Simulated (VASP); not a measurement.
A run of VASP 6.6.1:

INCAR

```
PREC = Accurate ; ENCUT = 520
EDIFF = 1E-7 ; ISMEAR = 0
SIGMA = 0.1 ; LREAL = False
LASPH = True ; NELM = 150
ALGO = Normal ; ISIF = 2
LWAVE = False ; LCHARG = False
ISPIN = 2 ; MAGMOM = 1 0
LORBIT = 11 ; LMAXMIX = 4
GGA = PE ; NBANDS = 22
```

KPOINTS

```
Automatic mesh
0
Gamma
  6 6 6
```

The input POSCAR:

```
MoF
1.0
    2.6513020510     -0.0000000025      0.0000000000
   -1.3256510233      2.2960949305      0.0000000000
    0.0000000000      0.0000000000      4.0598426825
Mo F
1 1
Direct
    0.6666666667      0.3333333333      0.5000000000
    0.0000000000      0.0000000000      0.0000000000
```

Potentials or basis: VASP PAW PBE potentials, release 64 (Mo_sv, F).

Run with:

```sh
$ cat potpaw_PBE.64/Mo_sv/POTCAR potpaw_PBE.64/F/POTCAR > POTCAR
$ mpirun -np 1 vasp_std > vasp.out
```

Hardware: 1 thread of Intel(R) Xeon(R) Platinum 8259CL CPU @ 2.50GHz (Skylake/Cascade Lake), with other jobs on the host.

How long does it take, and how much memory?

It took 37 s on 1 thread of Intel(R) Xeon(R) Platinum 8259CL CPU @ 2.50GHz (Skylake/Cascade Lake), with other jobs on the host, peak memory 0.15 GiB. Counts: scf iterations 21, k points 28.
